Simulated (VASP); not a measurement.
# SnO (Cmme) in VASP: a series of runs

The runs below take SnO through single point, with PBE.

Everything below comes from runs of VASP 6.6.1. Logs are shortened: lines on timing, memory, paths and dates and some standing lists are left out, and cuts for length are marked.

### Step 1. The cell of the first run

It takes space group Cmme (No. 67, orthorhombic). Conventional cell: a = 5.296 Å, b = 5.457 Å, c = 4.836 Å, α = 90.00°, β = 90.00°, γ = 90.00°. Within 2.9 Å of Sn (site symmetry mm2) lie 4 O at 2.22 Å. O (site symmetry 222) has 4 Sn at 2.22 Å and 4 O at 2.65 to 2.73 Å within 2.9 Å.

### Step 2. Single point, PBE (strain +0.0300 x Voigt [0, 0, 0, 0, 0, 1])

INCAR

```
PREC = Accurate
ENCUT = 520
EDIFF = 1E-6
ISMEAR = 0
SIGMA = 0.15
LREAL = F
LASPH = T
NELM = 100
ALGO = Normal
ISIF = 2
LWAVE = F
LCHARG = F
GGA = PE
NBANDS = 28
```

KPOINTS

```
regular mesh
0
Gamma
  12 12 10
```

POSCAR

```
SnO
1.0
    3.8020000000      0.0570300000      0.0000000000
    0.0570300000      3.8020000000      0.0000000000
    0.0000000000      0.0000000000      4.8360000000
Sn O
2 2
Direct
    0.0000000000      0.5000000000      0.2385000000
    0.5000000000      0.0000000000      0.7615000000
    0.0000000000      0.0000000000      0.0000000000
    0.5000000000      0.5000000000      0.0000000000
```

Potentials or basis: VASP PAW PBE potentials, release 64 (Sn_d, O).

Started as:

```sh
cat potpaw_PBE.64/Sn_d/POTCAR potpaw_PBE.64/O/POTCAR > POTCAR
mpirun -np 1 vasp_std > vasp.out
```

OUTCAR:

```text
PREC = Accurate
   ENCUT = 520
   EDIFF = 1E-6
   ISMEAR = 0
   LREAL = F
   LASPH = T
   NELM = 100
   ISIF = 2
   GGA = PE

 ion  position               nearest neighbor table
   1  0.000  0.500  0.239-   3 2.22   4 2.22   3 2.22   4 2.22   2 3.51   2 3.51   2 3.57   2 3.57
                             2 3.66   2 3.66   2 3.72   2 3.72
   2  0.500  0.000  0.761-   3 2.22   4 2.22   4 2.22   3 2.22   1 3.51   1 3.51   1 3.57   1 3.57
                             1 3.66   1 3.66   1 3.72   1 3.72
   3  0.000  0.000  0.000-   1 2.22   2 2.22   1 2.22   2 2.22
   4  0.500  0.500  0.000-   1 2.22   2 2.22   2 2.22   1 2.22

  LATTYP: Found a base centered orthorhombic cell.
 ALAT       =     5.2961873647
 B/A-ratio  =     1.0304568528
 C/A-ratio  =     0.9131096895

  Lattice vectors:

 A1 = (  -0.0570300000,  -3.8020000000,   0.0000000000)
 A2 = (   3.8020000000,   0.0570300000,   0.0000000000)
 A3 = (   0.0000000000,   0.0000000000,   4.8360000000)

Analysis of symmetry for initial positions (statically):
=====================================================================
 Subroutine PRICEL returns:
 Original cell was already a primitive cell.

 Routine SETGRP: Setting up the symmetry group for a
 base centered orthorhombic supercell.

 Subroutine GETGRP returns: Found  8 space group operations
 (whereof  4 operations were pure point group operations)
 out of a pool of  8 trial point group operations.

The static configuration has the point symmetry D_2 .
 The point group associated with its full space group is D_2h.

Analysis of symmetry for dynamics (positions and initial velocities):
=====================================================================
 Subroutine PRICEL returns:
 Original cell was already a primitive cell.

 Routine SETGRP: Setting up the symmetry group for a
 base centered orthorhombic supercell.

 Subroutine GETGRP returns: Found  8 space group operations
 (whereof  4 operations were pure point group operations)
 out of a pool of  8 trial point group operations.

The dynamic configuration has the point symmetry D_2 .
 The point group associated with its full space group is D_2h.

 Subroutine INISYM returns: Found  8 space group operations
 (whereof  4 operations are pure point group operations),
 and found     1 'primitive' translations

----------------------------------------------------------------------------------------

                                     Primitive cell

[... 94 lines left out ...]
   EDIFF  = 0.1E-05   stopping-criterion for ELM
   LREAL  =      F    real-space projection
   EDIFFG = 0.1E-04   stopping-criterion for IOM
   NSW    =      0    number of steps for IOM
   IBRION =     -1    ionic relax: 0-MD 1-quasi-New 2-CG
   NFREE  =      0    steps in history (QN), initial steepest desc. (CG)
   ISIF   =      2    stress and relaxation
   ISYM   =      2    0-nonsym 1-usesym 2-fastsym
   POTIM  = 0.5000    time-step for ionic-motion
   TEBEG  =    0.0;   TEEND  =   0.0 temperature during run
   PSTRESS=    0.0 pullay stress
   NELECT =      40.0000    total number of electrons
   NUPDOWN=      -1.0000    fix difference up-down
   EMIN   =  10.00;   EMAX   =-10.00  energy-range for DOS
   EFERMI =   0.00;   METHOD = LEGACY
   ISMEAR =     0;   SIGMA  =   0.15  broadening in eV -4-tet -1-fermi 0-gaus
   EFERMI_NEDOS =   21; number of points for ismear=-14 and -15
   IALGO  =     38    algorithm
   IMIX   =      4    mixing-type and parameters
     AMIX     =   0.40;   BMIX     =  1.00
     AMIX_MAG =   1.60;   BMIX_MAG =  1.00
  volume/ion in A,a.u.               =      17.47       117.91
  Fermi-wavevector in a.u.,A,eV,Ry     =   1.359223  2.568558 25.136572  1.847486
  Thomas-Fermi vector in A             =   2.485989
   LORBIT       =      0    0 simple, 1 ext, 2 COOP (PROOUT), +10 PAW based schemes
   GGA     = PE    functional components
   LHFCALC =     F    Hartree Fock is set to
   AEXX    =    0.0000 exact exchange contribution
   IVDW    =     0    specifies the selected vdW correction
   LEPSILON=     F    determine dielectric tensor
   LRPA    =     F    only Hartree local field effects (RPA)
 non-spin polarized calculation
 Gauss-broadening in eV      SIGMA  =   0.15
  energy-cutoff  :      520.00
  volume of cell :       69.89
 maximum number of plane-waves:      1908
   NGX = 15   NGY = 15   NGZ = 17

 number of electron      39.9999998 magnetization

 Free energy of the ion-electron system (eV)
  ---------------------------------------------------
  ext. energy  EPLUGINS =         0.00000000
  ---------------------------------------------------
  free energy    TOTEN  =       -22.65319121 eV

  energy without entropy =      -22.65211491  energy(sigma->0) =      -22.65265306

 E-fermi :   7.3429     XC(G=0): -10.2697

 val. band max:        7.3001693378   @ k =   0.5000   0.5000   0.0000
 cond. band min:       7.3870176715   @ k =   0.5000   0.5000   0.1000
 fundamental gap:      0.0868483337
 Fermi energy:         7.3429187356

 k-point     1 :       0.0000    0.0000    0.0000
  band No.  band energies     occupation
      1     -14.8236      2.00000
      2     -14.3959      2.00000
      3     -14.3824      2.00000
      4     -14.3727      2.00000
      5     -14.3406      2.00000
      6     -14.3322      2.00000
[... 733 lines left out ...]
     27      15.2353      0.00000
     28      15.8407      0.00000

 [... further k-points ...]

------------------------ aborting loop because EDIFF is reached ----------------------------------------

  FORCE on cell =-STRESS in cart. coord.  units (eV):
  Direction    XX          YY          ZZ          XY          YZ          ZX
  --------------------------------------------------------------------------------------
  -------------------------------------------------------------------------------------
  Total        2.1302048      2.1302048      1.5919509     -1.0904887      0.0000000      0.0000000
  in kB       48.8336461     48.8336461     36.4945037    -24.9987894      0.0000000      0.0000000
  external PRESSURE =      44.7205986 kB  Pullay stress =       0.0000000 kB

 VOLUME and BASIS-vectors are now :
 -----------------------------------------------------------------------------
  energy-cutoff  :      520.00
  volume of cell :       69.89
      direct lattice vectors                 reciprocal lattice vectors
     3.802000000  0.057030000  0.000000000     0.263078656 -0.003946180  0.000000000
     0.057030000  3.802000000  0.000000000    -0.003946180  0.263078656  0.000000000
     0.000000000  0.000000000  4.836000000     0.000000000  0.000000000  0.206782465

 POSITION                                       TOTAL-FORCE (eV/Angst)
 -----------------------------------------------------------------------------------
      0.02851      1.90100      1.15339         0.000000      0.000000      0.439061
      1.90100      0.02851      3.68261         0.000000      0.000000     -0.439061
      0.00000      0.00000      0.00000        -0.000000      0.000000      0.000000
      1.92952      1.92952      0.00000        -0.000000      0.000000      0.000000
 -----------------------------------------------------------------------------------
    total drift:                                0.000000      0.000000      0.000000

  FREE ENERGIE OF THE ION-ELECTRON SYSTEM (eV)
  ---------------------------------------------------
  free  energy   TOTEN  =       -22.6531912146 eV

  energy  without entropy=      -22.6521149135  energy(sigma->0) =      -22.65265306
```

OSZICAR:

```text
N       E                     dE             d eps       ncg     rms          rms(c)
DAV:   1     0.418048231497E+03    0.41805E+03   -0.19924E+04 14948   0.219E+03
DAV:   2     0.372370655231E+02   -0.38081E+03   -0.36574E+03 14876   0.545E+02
DAV:   3    -0.233983650477E+02   -0.60635E+02   -0.59396E+02 16480   0.181E+02
DAV:   4    -0.262847994119E+02   -0.28864E+01   -0.28725E+01 16500   0.421E+01
DAV:   5    -0.263525520757E+02   -0.67753E-01   -0.67741E-01 15792   0.700E+00    0.117E+01
DAV:   6    -0.226743010330E+02    0.36783E+01   -0.16608E+01 23420   0.447E+01    0.493E+00
DAV:   7    -0.226720648971E+02    0.22361E-02   -0.20179E+00 17352   0.858E+00    0.248E+00
DAV:   8    -0.226599409103E+02    0.12124E-01   -0.28160E-01 19072   0.365E+00    0.810E-01
DAV:   9    -0.226522447380E+02    0.76962E-02   -0.47076E-02 22876   0.229E+00    0.235E-01
DAV:  10    -0.226534782768E+02   -0.12335E-02   -0.70801E-03 19552   0.764E-01    0.136E-01
DAV:  11    -0.226531637581E+02    0.31452E-03   -0.18094E-03 21896   0.404E-01    0.208E-02
DAV:  12    -0.226532008720E+02   -0.37114E-04   -0.27421E-04 15056   0.928E-02    0.343E-02
DAV:  13    -0.226531913622E+02    0.95097E-05   -0.37462E-05 19324   0.582E-02    0.438E-03
DAV:  14    -0.226531912146E+02    0.14765E-06   -0.50975E-06 16836   0.132E-02
   1 F= -.22653191E+02 E0= -.22652653E+02  d E =-.107630E-02
```

It took 4.8 min on 1 thread of Intel Xeon 6975P-C, shared host; peak memory 0.49 GiB.

Results:

* Free energy: -22.6532 eV
* Pressure: 4.5 GPa
* Largest force: 0.439 eV/Å
* Band gap on the k mesh: zero (band 20 reaches 7.24 eV, above the bottom of band 21 at 7.23 eV)

Forces on the atoms (eV/Å):
```
Sn   0.000  0.000  0.439
Sn   0.000  0.000 -0.439
O    0.000  0.000  0.000
O    0.000  0.000  0.000
```

Caveat: the cell differs from its parent crystal (strain +0.0300 x Voigt [0, 0, 0, 0, 0, 1]); spin-orbit coupling is left out, which moves the levels of the heavy elements.

### Step 3. Single point, PBE (strain +0.0100 x Voigt [0, 0, 0, 0, 0, 1])

INCAR

```
SYSTEM = SnO
ALGO = Normal ; EDIFF = 1E-7
ENCUT = 520 ; GGA = PE
ISIF = 2 ; ISMEAR = 0
LASPH = .TRUE. ; LCHARG = .FALSE.
LREAL = .FALSE. ; LWAVE = .FALSE.
NBANDS = 28 ; NELM = 80
PREC = Accurate ; SIGMA = 0.15
```

KPOINTS

```
k-points
0
G
  12 12 10
  0 0 0
```

POSCAR, as its differences from that of step 2:

```diff
@@ -2,4 +2,4 @@
 1.0
-    3.8020000000      0.0570300000      0.0000000000
-    0.0570300000      3.8020000000      0.0000000000
+    3.8020000000      0.0190100000      0.0000000000
+    0.0190100000      3.8020000000      0.0000000000
     0.0000000000      0.0000000000      4.8360000000
```

Potentials or basis: VASP PAW PBE potentials, release 64 (Sn_d, O).

Started as:

```sh
cat potpaw_PBE.64/Sn_d/POTCAR potpaw_PBE.64/O/POTCAR > POTCAR
mpirun -np 1 vasp_std > vasp.out
```

Wall time 6.2 min (1 thread of Intel Xeon 6975P-C, shared host); peak memory 0.49 GiB.

The run converged. Its results:

```yaml
Free_energy: -22.6682 eV
Pressure: 4.4 GPa
Largest_force: 0.438 eV/Å
```

Forces in eV/Å, atoms in the order of the input:
```
Sn   0.000  0.000  0.438
Sn   0.000  0.000 -0.438
O    0.000  0.000  0.000
O    0.000  0.000  0.000
```

Stress tensor (GPa, compression positive):
```
 4.84 -0.83  0.00
-0.83  4.84  0.00
 0.00  0.00  3.64
```

Levels at points of the mesh, in eV from the Fermi level:
| k point | band 16 | band 17 | band 18 | band 19 | band 20 | band 21 | band 22 | band 23 | band 24 | band 25 |
| --- | --- | --- | --- | --- | --- | --- | --- | --- | --- | --- |
| (0.00, 0.00, 0.00) | -6.42 | -3.64 | -3.39 | -3.25 | -0.10 | 1.99 | 4.27 | 4.51 | 4.57 | 5.59 |
| (0.50, 0.00, 0.00) | -5.17 | -5.00 | -5.00 | -2.87 | -2.87 | 3.07 | 3.07 | 5.78 | 5.78 | 5.91 |
| (0.50, 0.50, 0.00) | -5.27 | -2.70 | -2.61 | -2.06 | -2.00 | -0.09 | -0.06 | 4.29 | 4.37 | 7.13 |
| (0.00, 0.00, 0.50) | -3.70 | -3.40 | -3.27 | -3.24 | -2.38 | 1.59 | 2.78 | 2.85 | 3.56 | 7.80 |
| (0.50, 0.00, 0.50) | -5.63 | -4.96 | -4.96 | -1.89 | -1.89 | 2.46 | 2.46 | 5.29 | 5.29 | 6.58 |
| (0.50, 0.50, 0.50) | -5.73 | -2.89 | -2.77 | -2.70 | -2.61 | 2.18 | 2.20 | 3.91 | 3.95 | 5.47 |

Caveat: the cell differs from its parent crystal (strain +0.0100 x Voigt [0, 0, 0, 0, 0, 1]); spin-orbit coupling is left out, which moves the levels of the heavy elements.
